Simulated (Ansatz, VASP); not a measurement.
# Hf in VASP and in Ansatz

File INCAR:

```
SYSTEM = Hf
  PREC = Accurate
  ENCUT = 520
  EDIFF = 1E-8
  ISMEAR = -1
  SIGMA = 0.03
  LREAL = .False.
  LASPH = .True.
  NELM = 100
  ALGO = Normal
  ISIF = 2
  LWAVE = .False.
  LCHARG = .False.
  GGA = PS
  LEFG = .True.
  NBANDS = 11
```

KPOINTS

```
Automatic mesh
0
Gamma
  16 16 16
  0 0 0
```

POSCAR

```
Hf
1.0
    0.0000000000      2.1899963220      2.1899963220
    2.1899963220      0.0000000000      2.1899963220
    2.1899963220      2.1899963220      0.0000000000
Hf
1
Direct
    0.0000000000      0.0000000000      0.0000000000
```

Input for Ansatz:

```yaml
crystal:
  lattice:
    - [0.0, 2.189996322, 2.189996322]
    - [2.189996322, 0.0, 2.189996322]
    - [2.189996322, 2.189996322, 0.0]
  atoms:
    - { symbol: Hf, position: [0.0, 0.0, 0.0] }
kpoints:
  mp_grid: { grid: [16, 16, 16] }
scf:
  occupations: { method: fermi_dirac, width: 0.03 }
hamiltonian:
  xc: pbesol
  pseudopotentials: { kind: all_electron, datasets: crystal }
output:
  forces: true
  stress: true
  eigenvalues: true
  efg: { contact_densities: true }
```

Change from the starting cell: volume scaled by 0.96, crystal datasets.

Alike in both runs: task electric field gradients; functional PBEsol; k mesh 16 × 16 × 16; occupations fermi-dirac, width 0.03 eV; no spin polarisation.

|  | VASP | Ansatz |
| --- | --- | --- |
| version | VASP 6.6.1 | Ansatz 0.2.0 |
| potentials or method | VASP PAW PBE potentials, release 64 (Hf_pv), cutoff 520 eV | all-electron PAW with datasets made for the crystal, scalar-relativistic |

Ansatz gave:

* pressure (GPa): 2.9

Question: What did VASP give for the same quantities?

Answer: Pressure (GPa): 2.5.

VASP's potentials were made for PBE, not for PBEsol. Ansatz ran all-electron here, and VASP with PAW potentials.

Spin-orbit coupling is off throughout.
